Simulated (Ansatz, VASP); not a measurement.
## BiTe, level by level in two programs

```
Bi Te
1.0
     2.42271    1.39875    3.31729
    -2.42271    1.39875    3.31729
     0.00000   -2.79750    3.31729
Bi Te
1 1
Direct
  0.50000 0.50000 0.50000
  0.00000 0.00000 0.00000
```

Single points on this cell with VASP 6.6.1 and Ansatz 0.2.0. Each row is one pair of runs. Alike in all rows: VASP's potentials, cutoff: VASP PAW PBE potentials, release 64 (Bi_d, Te), 520 eV.

| level | spin | k mesh | smearing | Ansatz's potentials, cutoff | gap on the k mesh at the Fermi level (eV), VASP | gap on the k mesh at the Fermi level (eV), Ansatz | pressure (GPa), VASP | pressure (GPa), Ansatz |
| --- | --- | --- | --- | --- | --- | --- | --- | --- |
| PBE0 | off | 4 × 4 × 4 | fermi-dirac, width 0.05 eV | Ansatz PAW, 420 eV | none | none | -2.2 | -1.9 |
| PBE | off | 7 × 7 × 7 | gaussian, width 0.012 eV | Ansatz PAW, 420 eV | none | none | 0.1 | 0.2 |
| PBE-based screened hybrid | off | 4 × 4 × 4 | fermi-dirac, width 0.05 eV | Ansatz PAW, 420 eV | none | none | -0.4 | -0.3 |
| r2SCANh | off | 4 × 4 × 4 | fermi-dirac, width 0.05 eV | Ansatz PAW, 500 eV | none | none | -1.4 | -1.3 |
| r2SCAN50 | off | 4 × 4 × 4 | fermi-dirac, width 0.05 eV | Ansatz PAW, 500 eV | none | none | -4.2 | -3.4 |
| HSE06 | non-collinear, zero start, SOC | 3 × 3 × 3 | fermi-dirac, width 0.05 eV | Ansatz PAW, 420 eV | - | - | -1.0 | 0.1 |

Pressure (GPa): the two programs differ by at most 1.16.

VASP's potentials hold 21 valence electrons a cell and Ansatz's 31, so a difference there can come from the potentials and not from the codes.

A gap of «none» marks a metal or a gap that the smearing closes.

The k mesh is coarse in some rows, so the values compare programs but aren't converged.
